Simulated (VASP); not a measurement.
# Si2W3 (Amm2) in VASP: single point with PBEsol

Aim: the single point of Si2W3 with PBEsol.

All numbers are computed with VASP 6.6.1; they aren't measurements. Logs are shortened: lines on timing, memory, paths and dates and some standing lists are left out, and cuts for length are marked.

**1. The cell of the first run**

The structure is orthorhombic, space group Amm2 (No. 38). The conventional cell has a = 3.275 Å, b = 9.309 Å, c = 9.309 Å, α = 90.00°, β = 90.00°, γ = 90.00°. Si (site symmetry mm2) has 3 Si at 2.50 to 3.27 Å and 8 W at 2.52 to 2.58 Å within 3.3 Å. Si (site symmetry mm2) has 3 Si at 2.50 to 3.27 Å and 8 W at 2.50 to 2.56 Å within 3.3 Å. Si (site symmetry m) has 8 W at 2.47 to 2.67 Å and 3 Si at 2.50 to 3.27 Å within 3.3 Å. Within 3.3 Å of W (site symmetry m) lie 4 Si at 2.47 to 2.67 Å and 10 W at 2.96 to 3.27 Å. Within 3.3 Å of W (site symmetry mm2) lie 6 Si at 2.48 to 2.50 Å and 7 W at 2.96 to 3.27 Å. Within 3.4 Å of W (site symmetry mm2) lie 6 Si at 2.54 to 2.60 Å and 7 W at 2.97 to 3.27 Å. W (site symmetry m) has 6 Si at 2.52 to 2.56 Å and 7 W at 2.96 to 3.27 Å within 3.3 Å.

**2. Single point, PBEsol (mode 27 (413.1 1/cm) frozen in, largest displacement -0.100 Å)**

Contents of INCAR:

```
SYSTEM = Si2W3
ALGO = Fast
EDIFF = 1E-6
ENCUT = 520
GGA = PS
ISIF = 2
ISMEAR = 0
LASPH = .TRUE.
LCHARG = .TRUE.
LELF = .TRUE.
LREAL = .FALSE.
LVHAR = .TRUE.
LWAVE = .FALSE.
NBANDS = 61
NELM = 60
PREC = Accurate
SIGMA = 0.15
```

Contents of KPOINTS:

```
k-points
0
G
  6 6 12
  0 0 0
```

Contents of POSCAR:

```
Si2W3
1.0
    6.5824376030      0.0000000000      0.0000000000
    0.0000000000      6.5824376030      0.0000000000
    0.0000000000      0.0000000000      3.2749106436
Si W
4 6
Direct
    0.1304916753      0.6304916753      0.0000000000
    0.8623350533      0.3623350533      0.0000000000
    0.6448206351      0.8766640131      0.0000000000
    0.3766640131      0.1448206351      0.0000000000
    0.4996764117      0.4986383456      0.0000000000
   -0.0013616544     -0.0003235883      0.0000000000
    0.6594107108      0.1594107108      0.5000000000
    0.3396954072      0.8396954072      0.5000000000
    0.1600540489      0.3403387453      0.5000000000
    0.8403387453      0.6600540489      0.5000000000
```

Potentials or basis: VASP PAW PBE potentials, release 64 (Si, W_sv).

Started as:

```bash
$ cat potpaw_PBE.64/Si/POTCAR potpaw_PBE.64/W_sv/POTCAR > POTCAR
$ mpirun -np 1 vasp_std > vasp.out
```

OUTCAR:

```text
SYSTEM = Si2W3
   EDIFF = 1E-6
   ENCUT = 520
   GGA = PS
   ISIF = 2
   ISMEAR = 0
   LASPH = .TRUE.
   LREAL = .FALSE.
   NELM = 60
   PREC = Accurate

 ion  position               nearest neighbor table
   1  0.130  0.630  0.000-   2 2.50   9 2.52  10 2.52   9 2.52  10 2.52   8 2.54   8 2.54   5 2.58
                             6 2.58
   2  0.862  0.362  0.000-   1 2.50   7 2.50   7 2.50   5 2.55   6 2.55  10 2.56   9 2.56   9 2.56
                            10 2.56
   3  0.645  0.877  0.000-   6 2.47   7 2.48   7 2.48   4 2.50  10 2.52  10 2.52   8 2.60   8 2.60
                             5 2.67
   4  0.377  0.145  0.000-   5 2.47   7 2.48   7 2.48   3 2.50   9 2.52   9 2.52   8 2.60   8 2.60
                             6 2.67
   5  0.500  0.499  0.000-   4 2.47   2 2.55   1 2.58   3 2.67   9 2.96   9 2.96   7 2.96   7 2.96
                             8 2.97   8 2.97  10 2.97  10 2.97
   6  0.999  1.000  0.000-   3 2.47   2 2.55   1 2.58   4 2.67  10 2.96  10 2.96   7 2.96   7 2.96
                             8 2.97   8 2.97   9 2.97   9 2.97
   7  0.659  0.159  0.500-   3 2.48   4 2.48   3 2.48   4 2.48   2 2.50   2 2.50   6 2.96   5 2.96
                             5 2.96   6 2.96   8 2.98
   8  0.340  0.840  0.500-   1 2.54   1 2.54   4 2.60   3 2.60   3 2.60   4 2.60   6 2.97   5 2.97
                             5 2.97   6 2.97   7 2.98
   9  0.160  0.340  0.500-   1 2.52   1 2.52   4 2.52   4 2.52   2 2.56   2 2.56   5 2.96   5 2.96
                             6 2.97   6 2.97  10 2.98
  10  0.840  0.660  0.500-   1 2.52   1 2.52   3 2.52   3 2.52   2 2.56   2 2.56   6 2.96   6 2.96
                             5 2.97   5 2.97   9 2.98

  LATTYP: Found a simple tetragonal cell.
 ALAT       =     6.5824376030
 C/A-ratio  =     0.4975224744

  Lattice vectors:

 A1 = (   6.5824376030,   0.0000000000,   0.0000000000)
 A2 = (   0.0000000000,   6.5824376030,   0.0000000000)
 A3 = (   0.0000000000,   0.0000000000,   3.2749106436)

Analysis of symmetry for initial positions (statically):
=====================================================================
 Subroutine PRICEL returns:
 Original cell was already a primitive cell.

 Routine SETGRP: Setting up the symmetry group for a
 simple tetragonal supercell.

 Subroutine GETGRP returns: Found  4 space group operations
 (whereof  2 operations were pure point group operations)
 out of a pool of 16 trial point group operations.

The static configuration has the point symmetry C_1h.
 The point group associated with its full space group is C_2v.

Analysis of symmetry for dynamics (positions and initial velocities):
=====================================================================
 Subroutine PRICEL returns:
 Original cell was already a primitive cell.

 Routine SETGRP: Setting up the symmetry group for a
 simple tetragonal supercell.

 Subroutine GETGRP returns: Found  4 space group operations
 (whereof  2 operations were pure point group operations)
 out of a pool of 16 trial point group operations.

The dynamic configuration has the point symmetry C_1h.
 The point group associated with its full space group is C_2v.

 Subroutine INISYM returns: Found  4 space group operations
 (whereof  2 operations are pure point group operations),
 and found     1 'primitive' translations

----------------------------------------------------------------------------------------

                                     Primitive cell

  volume of cell :     141.8969

  direct lattice vectors                    reciprocal lattice vectors
     6.582437603  0.000000000  0.000000000     0.151919404  0.000000000  0.000000000
     0.000000000  6.582437603  0.000000000     0.000000000  0.151919404  0.000000000
     0.000000000  0.000000000  3.274910644     0.000000000  0.000000000  0.305351843

  length of vectors
     6.582437603  6.582437603  3.274910644     0.151919404  0.151919404  0.305351843

  position of ions in fractional coordinates (direct lattice)
     0.130491675  0.630491675  0.000000000
     0.862335053  0.362335053  0.000000000
     0.644820635  0.876664013  0.000000000
     0.376664013  0.144820635  0.000000000
     0.499676412  0.498638346  0.000000000
     0.998638346  0.999676412  0.000000000
     0.659410711  0.159410711  0.500000000
     0.339695407  0.839695407  0.500000000
     0.160054049  0.340338745  0.500000000
     0.840338745  0.660054049  0.500000000

  ion indices of the primitive-cell ions
   primitive index   ion index
                 1           1
                 2           2
                 3           3
                 4           4
                 5           5
                 6           6
                 7           7
                 8           8
                 9           9
                10          10

----------------------------------------------------------------------------------------

 KPOINTS: k-points

Automatic generation of k-mesh.
 Grid dimensions read from file:
 generate k-points for:    6    6   12

 Generating k-lattice:

  Cartesian coordinates                     Fractional coordinates (reciprocal lattice)
     0.025319901  0.000000000  0.000000000     0.166666667  0.000000000  0.000000000
     0.000000000  0.025319901  0.000000000     0.000000000  0.166666667  0.000000000
     0.000000000  0.000000000  0.025445987     0.000000000  0.000000000  0.083333333

  Length of vectors
     0.025319901  0.025319901  0.025445987

  Shift w.r.t. Gamma in fractional coordinates (k-lattice)
     0.000000000  0.000000000  0.000000000

 Subroutine IBZKPT returns following result:
 ===========================================

 Found     91 irreducible k-points:

 Following reciprocal coordinates:
            Coordinates               Weight
  0.000000  0.000000  0.000000      1.000000
  0.166667  0.000000  0.000000      4.000000
  0.333333  0.000000  0.000000      4.000000
  0.500000  0.000000  0.000000      2.000000
  0.166667  0.166667  0.000000      2.000000
 -0.166667  0.166667  0.000000      2.000000
[... 16 lines left out ...]
  0.333333  0.333333  0.083333      4.000000
 -0.333333  0.333333  0.083333      4.000000
 [... further k-points ...]
   k-points           NKPTS =     91   k-points in BZ     NKDIM =     91   number of bands    NBANDS=     61
   number of dos      NEDOS =    301   number of ions     NIONS =     10
   total plane-waves  NPLWV =  60000
   dimension x,y,z NGX =    50 NGY =   50 NGZ =   24
   dimension x,y,z NGXF=   100 NGYF=  100 NGZF=   48
   ions per type =               4   6
   NGX,Y,Z   is equivalent  to a cutoff of  12.63, 12.63, 12.18 a.u.
   NGXF,Y,Z  is equivalent  to a cutoff of  25.26, 25.26, 24.37 a.u.
 SYSTEM =  Si2W3
   PREC   = accura    normal or accurate (medium, high low for compatibility)
   ISTART =      0    job   : 0-new  1-cont  2-samecut
   ICHARG =      2    charge: 1-file 2-atom 10-const
   ISPIN  =      1    spin polarized calculation?
   LNONCOLLINEAR =      F non collinear calculations
   LSORBIT =      F    spin-orbit coupling
   LASPH  =      T    aspherical Exc in radial PAW
   ENCUT  =  520.0 eV  38.22 Ry    6.18 a.u.  12.24 12.24  6.09*2*pi/ulx,y,z
   NELM   =     60;   NELMIN=  2; NELMDL= -5     # of ELM steps
   EDIFF  = 0.1E-05   stopping-criterion for ELM
   LREAL  =      F    real-space projection
   EDIFFG = 0.1E-04   stopping-criterion for IOM
   NSW    =      0    number of steps for IOM
   IBRION =     -1    ionic relax: 0-MD 1-quasi-New 2-CG
   NFREE  =      0    steps in history (QN), initial steepest desc. (CG)
   ISIF   =      2    stress and relaxation
   ISYM   =      2    0-nonsym 1-usesym 2-fastsym
   POTIM  = 0.5000    time-step for ionic-motion
   TEBEG  =    0.0;   TEEND  =   0.0 temperature during run
   PSTRESS=    0.0 pullay stress
   NELECT =     100.0000    total number of electrons
   NUPDOWN=      -1.0000    fix difference up-down
   EMIN   =  10.00;   EMAX   =-10.00  energy-range for DOS
   EFERMI =   0.00;   METHOD = LEGACY
   ISMEAR =     0;   SIGMA  =   0.15  broadening in eV -4-tet -1-fermi 0-gaus
   EFERMI_NEDOS =   21; number of points for ismear=-14 and -15
   IALGO  =     68    algorithm
   IMIX   =      4    mixing-type and parameters
     AMIX     =   0.40;   BMIX     =  1.00
     AMIX_MAG =   1.60;   BMIX_MAG =  1.00
  volume/ion in A,a.u.               =      14.19        95.76
  Fermi-wavevector in a.u.,A,eV,Ry     =   1.456858  2.753062 28.877479  2.122435
  Thomas-Fermi vector in A             =   2.573727
   LORBIT       =      0    0 simple, 1 ext, 2 COOP (PROOUT), +10 PAW based schemes
   GGA     = PS    functional components
   LHFCALC =     F    Hartree Fock is set to
   AEXX    =    0.0000 exact exchange contribution
   IVDW    =     0    specifies the selected vdW correction
   LEPSILON=     F    determine dielectric tensor
   LRPA    =     F    only Hartree local field effects (RPA)
 non-spin polarized calculation
 RMM-DIIS sequential band-by-band and
 Gauss-broadening in eV      SIGMA  =   0.15
  energy-cutoff  :      520.00
  volume of cell :      141.90
 maximum number of plane-waves:      3848
 NGX is ok and might be reduce to    50
   NGX = 25   NGY = 25   NGZ = 13

 number of electron     100.0000003 magnetization

 Free energy of the ion-electron system (eV)
  ---------------------------------------------------
  ext. energy  EPLUGINS =         0.00000000
  ---------------------------------------------------
  free energy    TOTEN  =      -106.06129953 eV

  energy without entropy =     -105.99905960  energy(sigma->0) =     -106.03017956

 E-fermi :  11.9395     XC(G=0): -13.1770

 val. band max:       11.9380733788   @ k =   0.0000   0.0000   0.1667
 cond. band min:      11.9423074620   @ k =   0.5000   0.5000   0.0000
 fundamental gap:      0.0042340832
 Fermi energy:        11.9394692204

 k-point     1 :       0.0000    0.0000    0.0000
  band No.  band energies     occupation
      1     -62.3667      2.00000
      2     -62.3318      2.00000
      3     -62.3195      2.00000
      4     -62.2735      2.00000
      5     -62.0363      2.00000
      6     -62.0331      2.00000
[... 1525 lines left out ...]
     60      13.4415      0.00000
     61      14.9581      0.00000

 [... further k-points ...]
[... 5 lines left out ...]
  --------------------------------------------------------------------------------------
  -------------------------------------------------------------------------------------
  Total        0.9426043      0.9426043      0.9993034      0.1293995      0.0000000      0.0000000
  in kB       10.6430729     10.6430729     11.2832702      1.4610678      0.0000000      0.0000000
  external PRESSURE =      10.8564720 kB  Pullay stress =       0.0000000 kB

 VOLUME and BASIS-vectors are now :
 -----------------------------------------------------------------------------
  energy-cutoff  :      520.00
  volume of cell :      141.90
      direct lattice vectors                 reciprocal lattice vectors
     6.582437603  0.000000000  0.000000000     0.151919404  0.000000000  0.000000000
     0.000000000  6.582437603  0.000000000     0.000000000  0.151919404  0.000000000
     0.000000000  0.000000000  3.274910644     0.000000000  0.000000000  0.305351843

 POSITION                                       TOTAL-FORCE (eV/Angst)
 -----------------------------------------------------------------------------------
      0.85895      4.15017      0.00000         0.411565      0.411565      0.000000
      5.67627      2.38505      0.00000         0.422719      0.422719      0.000000
      4.24449      5.77059      0.00000        -1.250281     -1.278999      0.000000
      2.47937      0.95327      0.00000        -1.278999     -1.250281      0.000000
      3.28909      3.28226      0.00000         0.248485      1.064934      0.000000
      6.57347      6.58031      0.00000         1.064934      0.248485      0.000000
      4.34053      1.04931      1.63746         0.419063      0.419063      0.000000
      2.23602      5.52724      1.63746         0.263229      0.263229      0.000000
      1.05355      2.24026      1.63746        -0.124555     -0.176158      0.000000
      5.53148      4.34476      1.63746        -0.176158     -0.124555      0.000000
 -----------------------------------------------------------------------------------
    total drift:                               -0.000088     -0.000088     -0.000002

  FREE ENERGIE OF THE ION-ELECTRON SYSTEM (eV)
  ---------------------------------------------------
  free  energy   TOTEN  =      -106.0612995282 eV

  energy  without entropy=     -105.9990596016  energy(sigma->0) =     -106.03017956
```

It took 16 min on 1 thread of AMD EPYC 9R45 (Zen 5), shared host; peak memory 0.58 GiB.

Results:

- Free energy: -106.0613 eV
- Pressure: 1.1 GPa
- Largest force: 1.789 eV/Å
- Band gap on the k mesh: zero (band 50 reaches 12.95 eV, above the bottom of band 51 at 11.30 eV)

Forces in eV/Å, atoms in the order of the input:
```
Si   0.412  0.412  0.000
Si   0.423  0.423  0.000
Si  -1.250 -1.279  0.000
Si  -1.279 -1.250  0.000
W    0.248  1.065  0.000
W    1.065  0.248  0.000
W    0.419  0.419  0.000
W    0.263  0.263  0.000
W   -0.125 -0.176  0.000
W   -0.176 -0.125  0.000
```

Levels at points of the mesh, in eV from the Fermi level:
| k point | band 48 | band 49 | band 50 | band 51 | band 52 | band 53 |
| --- | --- | --- | --- | --- | --- | --- |
| (0.00, 0.00, 0.00) | -0.85 | -0.62 | -0.12 | -0.11 | 0.14 | 0.77 |
| (0.50, 0.00, 0.00) | -1.01 | -0.82 | -0.74 | -0.64 | -0.62 | 0.51 |
| (0.50, 0.50, 0.00) | -1.44 | -0.10 | -0.08 | 0.00 | 0.02 | 0.04 |
| (0.00, 0.00, 0.50) | -1.59 | -1.53 | -1.40 | 1.65 | 1.90 | 1.95 |
| (0.50, 0.00, 0.50) | -0.45 | 0.04 | 0.05 | 0.56 | 0.66 | 1.73 |
| (0.50, 0.50, 0.50) | -0.22 | 1.00 | 1.01 | 1.33 | 1.35 | 1.47 |

Caveat: the cell differs from its parent crystal (mode 27 (413.1 1/cm) frozen in, largest displacement -0.100 Å); the PAW data sets were made with another functional, which shifts forces and pressure a little; spin-orbit coupling is left out, which moves the levels of the heavy elements.
